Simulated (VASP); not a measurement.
Ge, 4 atoms in the cell. Symmetry: Fmmm, No. 69, orthorhombic system. The conventional cell has a = 5.261 Å, b = 5.771 Å, c = 10.231 Å, α = 90.00°, β = 90.00°, γ = 90.00°. Within 3.4 Å of Ge (site symmetry m2m) lie 8 Ge at 2.61 to 3.17 Å. Within 3.7 Å of Ge (site symmetry mm2) lie 12 Ge at 2.71 to 3.69 Å. 

| Quantity | Value |
| --- | --- |
| Program | VASP 6.6.1 |
| Task | vibrations by perturbation theory |
| Functional | PBEsol |
| Potentials or basis | VASP PAW PBE potentials, release 64 (Ge_d) |
| Cutoff | 520 eV |
| k mesh | 6 × 6 × 6 |
| Occupations | fermi-dirac, width 0.05 eV |
| Spin | no spin polarisation |
| Dipole correction | no |
| Further INCAR settings | ALGO = Normal; EDIFF = 1e-08; NBANDS = 36; IBRION = 8; NSW = 1 |

Potentials or basis: VASP PAW PBE potentials, release 64 (Ge_d).

Command:

```console
$ cat potpaw_PBE.64/Ge_d/POTCAR > POTCAR
$ mpirun -np 1 vasp_std > vasp.out
```

Hardware: 1 thread of Intel(R) Xeon(R) 6975P-C (Granite Rapids), on a shared host.

Q: Estimate the wall time of this run.

A: Wall time 21 min on 1 thread of Intel(R) Xeon(R) 6975P-C (Granite Rapids) (shared host), peak memory 0.56 GiB. Counts: scf iterations 126, k points 46.
